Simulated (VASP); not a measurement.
# TaN (P-6m2) in VASP: relaxation of cell and atoms with LDA

Aim: the relaxation of cell and atoms of TaN with LDA.

All numbers are computed with VASP 6.6.1; they aren't measurements. Logs are shortened: lines on timing, memory, paths and dates and some standing lists are left out, and cuts for length are marked.

**1. The cell of the first run**

The structure is hexagonal, space group P-6m2 (No. 187). Conventional cell: a = 2.940 Å, b = 2.940 Å, c = 2.890 Å, α = 90.00°, β = 90.00°, γ = 120.00°. Ta (site symmetry -6m2) has 6 N at 2.23 Å and 8 Ta at 2.89 to 2.94 Å within 3.0 Å. Within 3.0 Å of N (site symmetry -6m2) lie 6 Ta at 2.23 Å and 8 N at 2.89 to 2.94 Å.

**2. Relaxation of cell and atoms, LDA**

Input file INCAR:

```
PREC = Accurate
ENCUT = 700
EDIFF = 1E-7
ISMEAR = 0
SIGMA = 0.1
LREAL = False
LASPH = True
NELM = 120
ALGO = Normal
ISIF = 3
LWAVE = False
LCHARG = False
IBRION = 2
NSW = 100
EDIFFG = -0.05
GGA_COMPAT = False
NELMIN = 4
```

Input file KPOINTS:

```
Automatic mesh
0
Gamma
  9 9 8
```

Input file POSCAR:

```
TaN
1.0
    2.9399421800      0.0000000000      0.0000000000
   -1.4699710900      2.5460646100      0.0000000000
    0.0000000000      0.0000000000      2.8901750800
Ta N
1 1
Direct
    0.0000000000      0.0000000000      0.5000000000
    0.6666666700      0.3333333300      0.0000000000
```

Potentials or basis: VASP PAW LDA potentials, release 64 (Ta_sv_GW, N).

Launch:

```console
$ cat potpaw_LDA.64/Ta_sv_GW/POTCAR potpaw_LDA.64/N/POTCAR > POTCAR
$ mpirun -np 1 vasp_std > vasp.out
```

OUTCAR:

```text
PREC = Accurate
   ENCUT = 700
   EDIFF = 1E-7
   ISMEAR = 0
   LREAL = False
   LASPH = True
   NELM = 120
   ISIF = 3
   IBRION = 2
   NSW = 100
   EDIFFG = -0.05
   NELMIN = 4

 ion  position               nearest neighbor table
   1  0.000  0.000  0.500-   2 2.23   2 2.23   2 2.23   2 2.23   2 2.23   2 2.23
   2  0.667  0.333  0.000-   1 2.23   1 2.23   1 2.23   1 2.23   1 2.23   1 2.23

  LATTYP: Found a hexagonal cell.
 ALAT       =     2.9399421800
 C/A-ratio  =     0.9830720821

  Lattice vectors:

 A1 = (   2.9399421800,   0.0000000000,   0.0000000000)
 A2 = (  -1.4699710900,   2.5460646100,   0.0000000000)
 A3 = (   0.0000000000,   0.0000000000,   2.8901750800)

Analysis of symmetry for initial positions (statically):
=====================================================================
 Subroutine PRICEL returns:
 Original cell was already a primitive cell.

 Routine SETGRP: Setting up the symmetry group for a
 hexagonal supercell.

 Subroutine GETGRP returns: Found 12 space group operations
 (whereof 12 operations were pure point group operations)
 out of a pool of 24 trial point group operations.

The static configuration has the point symmetry D_3h.

Analysis of symmetry for dynamics (positions and initial velocities):
=====================================================================
 Subroutine PRICEL returns:
 Original cell was already a primitive cell.

 Routine SETGRP: Setting up the symmetry group for a
 hexagonal supercell.

 Subroutine GETGRP returns: Found 12 space group operations
 (whereof 12 operations were pure point group operations)
 out of a pool of 24 trial point group operations.

The dynamic configuration has the point symmetry D_3h.

 Subroutine INISYM returns: Found 12 space group operations
 (whereof 12 operations are pure point group operations),
 and found     1 'primitive' translations

----------------------------------------------------------------------------------------

                                     Primitive cell

  volume of cell :      21.6338

  direct lattice vectors                    reciprocal lattice vectors
     2.939942180  0.000000000  0.000000000     0.340142744  0.196381505  0.000000000
    -1.469971090  2.546064610  0.000000000     0.000000000  0.392763010  0.000000000
     0.000000000  0.000000000  2.890175080     0.000000000  0.000000000  0.345999800

  length of vectors
     2.939942180  2.939942177  2.890175080     0.392763010  0.392763010  0.345999800

  position of ions in fractional coordinates (direct lattice)
     0.000000000  0.000000000  0.500000000
     0.666666670  0.333333330  0.000000000

  ion indices of the primitive-cell ions
   primitive index   ion index
                 1           1
                 2           2

----------------------------------------------------------------------------------------

 KPOINTS: Automatic mesh

Automatic generation of k-mesh.
 Grid dimensions read from file:
 generate k-points for:    9    9    8

 Generating k-lattice:

  Cartesian coordinates                     Fractional coordinates (reciprocal lattice)
     0.037793638  0.021820167  0.000000000     0.111111111  0.000000000  0.000000000
     0.000000000  0.043640334  0.000000000     0.000000000  0.111111111  0.000000000
     0.000000000  0.000000000  0.043249975     0.000000000  0.000000000  0.125000000

  Length of vectors
     0.043640334  0.043640334  0.043249975

  Shift w.r.t. Gamma in fractional coordinates (k-lattice)
     0.000000000  0.000000000  0.000000000

 Subroutine IBZKPT returns following result:
 ===========================================

 Found     60 irreducible k-points:

 Following reciprocal coordinates:
            Coordinates               Weight
  0.000000  0.000000  0.000000      1.000000
  0.111111  0.000000  0.000000      6.000000
  0.222222  0.000000  0.000000      6.000000
  0.333333  0.000000  0.000000      6.000000
  0.444444  0.000000  0.000000      6.000000
  0.111111  0.111111  0.000000      6.000000
[... 16 lines left out ...]
  0.333333  0.222222  0.125000     24.000000
  0.333333  0.333333  0.125000      4.000000
 [... further k-points ...]
   k-points           NKPTS =     60   k-points in BZ     NKDIM =     60   number of bands    NBANDS=     13
   number of dos      NEDOS =    301   number of ions     NIONS =      2
   total plane-waves  NPLWV =  21952
   dimension x,y,z NGX =    28 NGY =   28 NGZ =   28
   dimension x,y,z NGXF=    56 NGYF=   56 NGZF=   56
   ions per type =               1   1
   NGX,Y,Z   is equivalent  to a cutoff of  15.83, 15.83, 16.11 a.u.
   NGXF,Y,Z  is equivalent  to a cutoff of  31.67, 31.67, 32.21 a.u.
 SYSTEM =  unknown system
   PREC   = accura    normal or accurate (medium, high low for compatibility)
   ISTART =      0    job   : 0-new  1-cont  2-samecut
   ICHARG =      2    charge: 1-file 2-atom 10-const
   ISPIN  =      1    spin polarized calculation?
   LNONCOLLINEAR =      F non collinear calculations
   LSORBIT =      F    spin-orbit coupling
   LASPH  =      T    aspherical Exc in radial PAW
   ENCUT  =  700.0 eV  51.45 Ry    7.17 a.u.   6.34  6.34  6.23*2*pi/ulx,y,z
   NELM   =    120;   NELMIN=  4; NELMDL= -5     # of ELM steps
   EDIFF  = 0.1E-06   stopping-criterion for ELM
   LREAL  =      F    real-space projection
   EDIFFG = -.5E-01   stopping-criterion for IOM
   NSW    =    100    number of steps for IOM
   IBRION =      2    ionic relax: 0-MD 1-quasi-New 2-CG
   NFREE  =      1    steps in history (QN), initial steepest desc. (CG)
   ISIF   =      3    stress and relaxation
   ISYM   =      2    0-nonsym 1-usesym 2-fastsym
   POTIM  = 0.5000    time-step for ionic-motion
   TEBEG  =    0.0;   TEEND  =   0.0 temperature during run
   PSTRESS=    0.0 pullay stress
   NELECT =      18.0000    total number of electrons
   NUPDOWN=      -1.0000    fix difference up-down
   EMIN   =  10.00;   EMAX   =-10.00  energy-range for DOS
   EFERMI =   0.00;   METHOD = LEGACY
   ISMEAR =     0;   SIGMA  =   0.10  broadening in eV -4-tet -1-fermi 0-gaus
   EFERMI_NEDOS =   21; number of points for ismear=-14 and -15
   IALGO  =     38    algorithm
   IMIX   =      4    mixing-type and parameters
     AMIX     =   0.40;   BMIX     =  1.00
     AMIX_MAG =   1.60;   BMIX_MAG =  1.00
  volume/ion in A,a.u.               =      10.82        73.00
  Fermi-wavevector in a.u.,A,eV,Ry     =   1.539767  2.909737 32.257794  2.370881
  Thomas-Fermi vector in A             =   2.645948
   LORBIT       =      0    0 simple, 1 ext, 2 COOP (PROOUT), +10 PAW based schemes
   GGA     = CA    functional components
   LHFCALC =     F    Hartree Fock is set to
   AEXX    =    0.0000 exact exchange contribution
   IVDW    =     0    specifies the selected vdW correction
   LEPSILON=     F    determine dielectric tensor
   LRPA    =     F    only Hartree local field effects (RPA)
 conjugate gradient relaxation of ions
 non-spin polarized calculation
 Gauss-broadening in eV      SIGMA  =   0.10
  energy-cutoff  :      700.00
  volume of cell :       21.63
 maximum number of plane-waves:       930
 NGX is ok and might be reduce to    28
   NGX = 13   NGY = 13   NGZ = 13

--------------------------------------- Ionic step        1  -------------------------------------------

 number of electron      18.0000000 magnetization

 Free energy of the ion-electron system (eV)
  ---------------------------------------------------
  ext. energy  EPLUGINS =         0.00000000
  ---------------------------------------------------
  free energy    TOTEN  =       -27.20524360 eV

  energy without entropy =      -27.20483676  energy(sigma->0) =      -27.20504018

------------------------ aborting loop because EDIFF is reached ----------------------------------------

  FORCE on cell =-STRESS in cart. coord.  units (eV):
  Direction    XX          YY          ZZ          XY          YZ          ZX
  --------------------------------------------------------------------------------------
  -------------------------------------------------------------------------------------
  Total       -1.4985007     -1.4985007     -1.8212282      0.0000000     -0.0000000      0.0000000
  in kB     -110.9775564   -110.9775561   -134.8784550      0.0000000     -0.0000000      0.0000000
  external PRESSURE =    -118.9445225 kB  Pullay stress =       0.0000000 kB

 VOLUME and BASIS-vectors are now :
 -----------------------------------------------------------------------------
  energy-cutoff  :      700.00
  volume of cell :       21.63
      direct lattice vectors                 reciprocal lattice vectors
     2.939942180  0.000000000  0.000000000     0.340142744  0.196381505  0.000000000
    -1.469971090  2.546064610  0.000000000     0.000000000  0.392763010  0.000000000
     0.000000000  0.000000000  2.890175080     0.000000000  0.000000000  0.345999800
[... 37 lines left out ...]
 POSITION                                       TOTAL-FORCE (eV/Angst)
 -----------------------------------------------------------------------------------
      0.00000     -0.00000      1.38160         0.000000     -0.000000     -0.000000
      1.41684      0.81801      0.00000        -0.000000      0.000000      0.000000
 -----------------------------------------------------------------------------------
    total drift:                               -0.000008      0.000005      0.000000

  FREE ENERGIE OF THE ION-ELECTRON SYSTEM (eV)
  ---------------------------------------------------
  free  energy   TOTEN  =       -27.0337638176 eV

  energy  without entropy=      -27.0333596659  energy(sigma->0) =      -27.03356174

--------------------------------------- Ionic step        3  -------------------------------------------

 number of electron      18.0000000 magnetization

 Free energy of the ion-electron system (eV)
  ---------------------------------------------------
  ext. energy  EPLUGINS =         0.00000000
  ---------------------------------------------------
  free energy    TOTEN  =       -27.23240861 eV

  energy without entropy =      -27.23200812  energy(sigma->0) =      -27.23220837

 E-fermi :  12.6091     XC(G=0): -14.1390

 val. band max:       12.5735997926   @ k =   0.0000   0.0000   0.3750
 cond. band min:      12.6922824687   @ k =   0.3333   0.3333   0.0000
 fundamental gap:      0.1186826761
 Fermi energy:        12.6091085629

 k-point     1 :       0.0000    0.0000    0.0000
  band No.  band energies     occupation
      1     -55.4821      2.00000
      2     -21.9935      2.00000
      3     -21.7208      2.00000
      4     -21.7208      2.00000
      5      -5.1811      2.00000
      6       7.8740      2.00000
      7       7.8740      2.00000
      8       8.2261      2.00000
      9       9.6406      2.00000
     10      15.1052      0.00000
     11      16.2504      0.00000
     12      16.2504      0.00000
     13      16.6499      0.00000

 k-point     2 :       0.1111    0.0000    0.0000
  band No.  band energies     occupation
      1     -55.4718      2.00000
      2     -21.9747      2.00000
      3     -21.8679      2.00000
      4     -21.7521      2.00000
      5      -4.9136      2.00000
      6       7.1710      2.00000
      7       8.0774      2.00000
      8       8.5849      2.00000
      9       9.2657      2.00000
     10      15.6956      0.00000
     11      16.0211      0.00000
[... 339 lines left out ...]
 k-point    24 :       0.3333    0.3333    0.1250
  band No.  band energies     occupation
      1     -55.3735      2.00000
      2     -22.5664      2.00000
      3     -22.4529      2.00000
      4     -21.9468      2.00000
      5      -2.4293      2.00000
      6       5.3865      2.00000
      7       6.2915      2.00000
      8       6.9603      2.00000
      9      12.1338      2.00000
     10      14.5019      0.00000
     11      15.0299      0.00000
     12      15.7970      0.00000
     13      19.9053      0.00000

 [... further k-points ...]

------------------------ aborting loop because EDIFF is reached ----------------------------------------

  FORCE on cell =-STRESS in cart. coord.  units (eV):
  Direction    XX          YY          ZZ          XY          YZ          ZX
  --------------------------------------------------------------------------------------
  -------------------------------------------------------------------------------------
  Total       -0.0753187     -0.0753187     -0.0262436      0.0000000      0.0000000      0.0000000
  in kB       -5.7594883     -5.7594883     -2.0068018      0.0000000      0.0000000      0.0000000
  external PRESSURE =      -4.5085928 kB  Pullay stress =       0.0000000 kB

 VOLUME and BASIS-vectors are now :
 -----------------------------------------------------------------------------
  energy-cutoff  :      700.00
  volume of cell :       20.95
      direct lattice vectors                 reciprocal lattice vectors
     2.910829379  0.000000000  0.000000000     0.343544698  0.198345624  0.000000000
    -1.455414689  2.520852184  0.000000000    -0.000000000  0.396691248  0.000000000
     0.000000000 -0.000000000  2.855391299     0.000000000 -0.000000000  0.350214697

 POSITION                                       TOTAL-FORCE (eV/Angst)
 -----------------------------------------------------------------------------------
      0.00000     -0.00000      1.42770        -0.000000      0.000000      0.000000
      1.45541      0.84028      2.85539         0.000000     -0.000000     -0.000000
 -----------------------------------------------------------------------------------
    total drift:                               -0.000009      0.000005     -0.000000

  FREE ENERGIE OF THE ION-ELECTRON SYSTEM (eV)
  ---------------------------------------------------
  free  energy   TOTEN  =       -27.2324086122 eV

  energy  without entropy=      -27.2320081201  energy(sigma->0) =      -27.23220837

 reached required accuracy - stopping structural energy minimisation
```

It took 34 s on 1 thread of Intel Xeon 6975P-C (Granite Rapids), shared host; peak memory 0.17 GiB.

What came out:

```yaml
Free_energy: -27.2324 eV
Relaxed_volume: 10.48 Å³/atom
Relaxed_cell: a = 2.911 Å, b = 2.911 Å, c = 2.855 Å, α = 90.00°, β = 90.00°, γ = 120.00°
Space_group_after_relaxing_to_0.1_Å: P-6m2 (No. 187)
Energy_gained_by_relaxing: 13.6 meV/atom
Ionic_steps: 3
Pressure_after_relaxing: -0.5 GPa
Band_gap_on_the_k_mesh: zero (bands 9 and 10 overlap by 0.27 eV)
```

Stress tensor (GPa, compression positive):
```
-0.58  0.00  0.00
 0.00 -0.58  0.00
 0.00  0.00 -0.20
```

The path:
```tsv
step	energy change (eV)	largest force (eV/Å)	pressure (GPa)	volume (Å³)
1	0.0000	0.0000	-11.89	21.63
2	0.1715	0.0000	39.62	19.22
3	-0.0272	0.0000	-0.45	20.95
```

Final structure:
```yaml
crystal:
  lattice:
    - [2.91083, 0.00000, 0.00000]
    - [-1.45541, 2.52085, 0.00000]
    - [0.00000, 0.00000, 2.85539]
  atoms:
    - { symbol: Ta, position: [0.00000, 0.00000, 0.50000] }
    - { symbol: N, position: [0.66667, 0.33333, 0.00000] }
```

Caveat: spin-orbit coupling is left out, which moves the levels of the heavy elements.

The gap in the log of VASP goes by the Fermi energy; the results here count the filled bands.